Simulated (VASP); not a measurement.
## Na: single point with revPBE

The system is Na.

```
Na
1.0
     0.00000    2.66431    2.66431
     2.66431    0.00000    2.66431
     2.66431    2.66431    0.00000
Na
1
Direct
  0.00000 0.00000 0.00000
```

This cell differs from its parent crystal: volume scaled by 0.96.

```yaml
Program: VASP 6.6.1
Task: single point
Functional: revPBE
Potentials_or_basis: VASP PAW PBE potentials, release 64 (Na_pv)
Cutoff: 520 eV
k_mesh: 17 × 17 × 17
Occupations: fermi-dirac, width 0.1 eV
Spin: no spin polarisation
```

- Pressure: 0.4 GPa

Levels at points of the mesh, in eV from the Fermi level:
```tsv
k point	band 1	band 2	band 3	band 4	band 5	band 6	band 7	band 8	band 9
(0.00, 0.00, 0.00)	-24.92	-24.92	-24.92	-3.23	11.00	11.00	11.00	11.99	12.56
```

It took 12 s on 1 thread of Intel(R) Xeon(R) 6975P-C (Granite Rapids), on a shared host, peak memory 0.18 GiB.

Caveat: the PAW data sets were made with another functional, which shifts forces and pressure a little.
